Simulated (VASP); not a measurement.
Al: single point with r2SCAN

Crystal: Al.

```
CELL_PARAMETERS angstrom
0.04789 1.96914 2.02685
2.04326 -0.00835 2.08310
2.04058 2.02271 -0.00568
ATOMIC_POSITIONS crystal
Al 0.00598 0.98688 0.02117
```

```json
{
  "Program": "VASP 6.6.1",
  "Task": "single point",
  "Functional": "r2SCAN",
  "Potentials or basis": "VASP PAW PBE potentials, release 64 (Al)",
  "Cutoff": "520 eV",
  "k mesh": "8 × 8 × 8",
  "Occupations": "methfessel-paxton, width 0.05 eV",
  "Spin": "no spin polarisation",
  "Dipole correction": "no",
  "Further INCAR settings": "ALGO = Normal; EDIFF = 1e-06; NBANDS = 8"
}
```

| Property | Result |
| --- | --- |
| Pressure | -3.5 GPa |

Stress tensor (GPa, compression positive):
```
-3.07 -2.30 -0.23
-2.30 -1.34  1.43
-0.23  1.43 -5.98
```

Levels at points of the mesh, in eV from the Fermi level:
| k point | band 1 | band 2 | band 3 | band 4 |
| --- | --- | --- | --- | --- |
| (0.00, 0.00, 0.00) | -11.68 | 12.82 | 13.10 | 14.26 |
| (0.50, 0.00, 0.00) | -4.62 | -3.91 | 11.30 | 11.35 |
| (0.00, 0.50, 0.00) | -4.95 | -4.62 | 12.14 | 12.50 |
| (0.50, 0.50, 0.00) | -3.28 | -1.86 | 5.75 | 5.95 |
| (0.00, 0.00, 0.50) | -4.94 | -4.60 | 11.63 | 12.08 |
| (0.50, 0.00, 0.50) | -2.84 | -1.26 | 5.37 | 5.39 |
| (0.00, 0.50, 0.50) | -2.98 | -1.45 | 5.43 | 5.49 |
| (0.50, 0.50, 0.50) | -4.91 | -4.52 | 11.63 | 11.98 |

Wall time 78 s on 1 thread of Intel(R) Xeon(R) Platinum 8259CL CPU @ 2.50GHz (Skylake/Cascade Lake) (shared host), peak memory 0.15 GiB.

Caveat: the PAW data sets were made with another functional, which shifts forces and pressure a little.
